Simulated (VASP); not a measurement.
Runs of VASP 6.6.1 on BN. The structure is that of space group P6_3mc (No. 186), or close to it. The cells are those of the table. 

| cell | gap on the mesh (eV) | pressure (GPa) | largest force (eV/Å) |
| --- | --- | --- | --- |
| a = 2.536, b = 2.536, c = 4.199 Å, angles 90.0, 90.0, 120.0°, 4 atoms | 5.20 | 8.3 | 0.06 |
| a = 2.536, b = 2.536, c = 4.241 Å, angles 90.0, 90.0, 120.0°, 4 atoms | 5.18 | (c) | 0.05 |
| a = 2.536, b = 2.536, c = 4.227 Å, angles 90.0, 90.0, 120.0°, 4 atoms | (a) | 5.6 | 0.06 |
| a = 2.536, b = 2.536, c = 4.171 Å, angles 90.0, 90.0, 120.0°, 4 atoms | 5.21 | (b) | 0.05 |
| a = 2.536, b = 2.536, c = 4.185 Å, angles 90.0, 90.0, 120.0°, 4 atoms | 5.21 | 9.6 | 0.05 |

Alike in all rows: task single point; level PBE; potentials or basis VASP PAW PBE potentials, release 64 (B, N); no spin polarisation; k mesh 12 × 12 × 6; cutoff (eV) 520; smearing fermi-dirac 0.05 eV.

Q: Estimate the missing entries.

A: (a) 5.19; (b) 11.1; (c) 4.4.

A k mesh can miss the band edges.
